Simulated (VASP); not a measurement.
Input of a VASP 6.6.1 run:

File INCAR:

```
SYSTEM = Ba
PREC = Accurate ; ENCUT = 520
EDIFF = 1E-6 ; ISMEAR = 0
SIGMA = 0.15 ; LREAL = .False.
LASPH = .True. ; NELM = 60
ALGO = Fast ; ISIF = 2
LWAVE = .False. ; LCHARG = .True.
GGA = PS ; LELF = .True.
LVHAR = .True. ; NBANDS = 11
```

Contents of KPOINTS:

```
regular mesh
0
Gamma
  14 14 14
  0 0 0
```

Contents of POSCAR:

```
Ba
1.0
   -2.4500000000      2.5000000000      2.5000000000
    2.4500000000     -2.5000000000      2.5000000000
    2.4500000000      2.5000000000     -2.5000000000
Ba
1
Direct
    0.0000000000      0.0000000000      0.0000000000
```

Potentials or basis: VASP PAW PBE potentials, release 64 (Ba_sv).

Launch:

```console
$ cat potpaw_PBE.64/Ba_sv/POTCAR > POTCAR
$ mpirun -np 1 vasp_std > vasp.out
```

Problem. Predict the pressure.

Solution. -0.4 GPa.

Problem. What does it give for the band gap on the k mesh?

Solution. Zero (band 5 reaches 2.10 eV, above the bottom of band 6 at 1.07 eV).

Stress tensor (GPa, compression positive):
```
-0.31  0.00  0.00
 0.00 -0.41  0.00
 0.00  0.00 -0.41
```

Caveat: the cell differs from its parent crystal (strain -0.0200 x Voigt [1, 0, 0, 0, 0, 0]); the PAW data sets were made with another functional, which shifts forces and pressure a little; spin-orbit coupling is left out, which moves the levels of the heavy elements.
